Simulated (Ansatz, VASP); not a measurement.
**One calculation of CdI2, two programs**

Contents of INCAR:

```
SYSTEM = CdI2
PREC = Accurate
ENCUT = 500
EDIFF = 1E-6
ISMEAR = 0
SIGMA = 0.2
LREAL = .False.
LASPH = .True.
NELM = 120
ALGO = Normal
ISIF = 2
LWAVE = .False.
LCHARG = .True.
GGA = PS
LELF = .True.
LVHAR = .True.
NBANDS = 20
GGA_COMPAT = .False.
```

The input KPOINTS:

```
regular mesh
0
Gamma
  6 6 4
  0 0 0
```

Contents of POSCAR:

```
CdI2
1.0
    4.2470087284      0.0000000000      0.0000000000
   -2.1235043642      3.6780174489      0.0000000000
    0.0000000000      0.0000000000      6.8950251473
Cd I
1 2
Direct
    0.0000000000      0.0000000000      0.0000000000
    0.3333333333      0.6666666667      0.2493934756
    0.6666666667      0.3333333333      0.7506065244
```

Input for Ansatz:

```yaml
crystal:
  lattice:
    - [4.2470087284, 0.0, 0.0]
    - [-2.1235043642, 3.6780174489, 0.0]
    - [0.0, 0.0, 6.8950251473]
  atoms:
    - { symbol: Cd, position: [0.0, 0.0, 0.0] }
    - { symbol: I, position: [0.3333333333, 0.6666666667, 0.2493934756] }
    - { symbol: I, position: [0.6666666667, 0.3333333333, 0.7506065244] }
kpoints:
  mp_grid: { grid: [6, 6, 4] }
hamiltonian:
  xc: pbesol
scf:
  occupations: { method: gaussian, width: 0.2 }
  n_extra_bands: 4
output:
  forces: true
  stress: true
  eigenvalues: true
```

Alike in both runs: task single point; functional PBEsol; k mesh 6 × 6 × 4; occupations gaussian, width 0.2 eV; no spin polarisation.

```csv
,VASP,Ansatz
version,VASP 6.6.1,Ansatz 0.2.0
potentials or method,"VASP PAW PBE potentials, release 64 (Cd, I)",plane waves
plane-wave cutoff (eV),500,420
valence electrons in the cell,26,54
```

Ansatz gave:

```
gap on the k mesh at the Fermi level (eV) : 2.30
pressure (GPa)                            : -0.6
rms of the force components (eV/Å)        : 0.070
```

Q: Which values does VASP return?

A: gap on the k mesh at the Fermi level (eV): 2.29; pressure (GPa): -0.5; rms of the force components (eV/Å): 0.058.

VASP's potentials were made for PBE, not for PBEsol. Atom by atom the forces differ by 0.012 eV/Å (rms over components). VASP's potentials hold 26 valence electrons a cell and Ansatz's 54, so a difference there can come from the potentials and not from the codes.

Spin-orbit coupling is off throughout.
